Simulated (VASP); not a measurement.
Input of a VASP 6.6.1 run:

The input INCAR:

```
ALGO = Normal
EDIFF = 1E-6
ENCUT = 520
GGA = PE
ISIF = 2
ISMEAR = 0
LASPH = True
LCHARG = False
LREAL = False
LWAVE = False
NBANDS = 38
NELM = 80
PREC = Accurate
SIGMA = 0.02
```

The input KPOINTS:

```
k-points
0
Gamma
  8 6 2
```

File POSCAR:

```
K3HF4
1.0
    3.4496235073      0.0000000000      0.0000000000
    0.0000000000      3.5934096932      0.0000000000
    0.0000000000      0.0000000000     11.5167493880
K H F
3 1 4
Direct
    0.0000000000      0.0000000000      0.7058927204
    0.0000000000      0.0000000000      0.2941072796
    0.0000000000      0.5000000000      0.0000000000
    0.5000000000      0.5000000000      0.5000000000
    0.5000000000      0.0000000000      0.1339244871
    0.5000000000      0.5000000000      0.4002764270
    0.5000000000      0.0000000000      0.8660755129
    0.5000000000      0.5000000000      0.5997235730
```

Potentials or basis: VASP PAW PBE potentials, release 64 (K_sv, H, F).

The run is started by

```bash
$ cat potpaw_PBE.64/K_sv/POTCAR potpaw_PBE.64/H/POTCAR potpaw_PBE.64/F/POTCAR > POTCAR
$ mpirun -np 1 vasp_std > vasp.out
```

Problem. Estimate the largest force.

Solution. 0.065 eV/Å.

Problem. What does it give for the band gap on the k mesh?

Solution. 4.88 eV, indirect (least direct gap 4.96 eV).

Stress tensor (GPa, compression positive):
```
-0.04  0.00  0.00
 0.00 -0.14  0.00
 0.00  0.00  0.17
```

A k mesh can miss the band edges. Expect the measured gap to be larger: semilocal functionals such as PBE lack the derivative discontinuity.
